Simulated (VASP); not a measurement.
Crystal: TiC.

```xyz
2
Lattice="0.0000 2.1215 2.1215 2.1215 0.0000 2.1215 2.1215 2.1215 0.0000" Properties=species:S:1:pos:R:3 pbc="T T T"
Ti    0.0000    0.0000    0.0000
C     2.1215    2.1215    2.1215
```

Base run:

```yaml
Program: VASP 6.6.1
Functional: PBE
Dispersion: D3(BJ)
Potentials_or_basis: VASP PAW PBE potentials, release 64 (Ti_sv, C)
Cutoff: 520 eV
k_mesh: 11 × 11 × 11
Occupations: fermi-dirac, width 0.05 eV
Spin: no spin polarisation
```

Its results: band gap on the k mesh zero (band 8 reaches 10.87 eV, above the bottom of band 9 at 9.74 eV); pressure 9.8 GPa.

**Question.** After a change of settings the same cell gave: band gap on the k mesh zero (band 8 reaches 10.97 eV, above the bottom of band 9 at 9.82 eV); pressure 5.6 GPa. Which change was it?
A. functional from PBE to RPBE; dispersion from D3(BJ) to D4
B. functional from PBE to BLYP; dispersion from D3(BJ) to none
C. functional from PBE to revPBE
D. functional from PBE to r2SCAN; dispersion from D3(BJ) to none

**Answer.** C.

Caveats: pairwise dispersion overbinds metals, which lowers pressure and volume; the PAW data sets were made with another functional, which shifts forces and pressure a little (some runs).
